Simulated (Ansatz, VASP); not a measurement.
# One calculation of NiO, two programs

```
Ni O
1.0
     4.21725    0.00000    0.00000
     0.00000   -4.21725    0.00000
     0.00000    0.00000   -4.21725
Ni O
4 4
Cartesian
  0.0000 -4.2172 -4.2172
  2.1086 -2.1086 -4.2172
  2.1086 -4.2172 -2.1086
  0.0000 -2.1086 -2.1086
  2.1086 0.0000 0.0000
  0.0000 -2.1086 0.0000
  0.0000 0.0000 -2.1086
  2.1086 -2.1086 -2.1086
```

Alike in both runs: functional PBE; k mesh 8 × 8 × 8; occupations gaussian, width 0.1 eV; collinear spin.

Ansatz relaxed the structure, and its values are those at the end. VASP's run is a single point on that final structure, the one shown.

```csv
,VASP,Ansatz
version,VASP 6.6.1,Ansatz 0.2.0
potentials or method,"VASP PAW PBE potentials, release 64 (Ni, O), cutoff 520 eV","scalar-relativistic, plane waves, PAW"
valence electrons in the cell,64,96
```

Ansatz gave:

| Item | Value |
| --- | --- |
| gap on the k mesh at the Fermi level (eV) | none |
| pressure (GPa) | 0.1 |
| net moment per atom (μB) | 0.91 |
| size of the moment on the site where the two differ most (μB) | 0.30 |

Q: Which values does VASP return?

A: gap on the k mesh at the Fermi level (eV): none; pressure (GPa): -0.3; net moment per atom (μB): 0.90; size of the moment on the site where the two differ most (μB): 0.28.

Site moments also hang on the region over which each program counts them. A gap of «none» marks a metal or a gap that the smearing closes. VASP's potentials hold 64 valence electrons a cell and Ansatz's 96, so a difference there can come from the potentials and not from the codes.
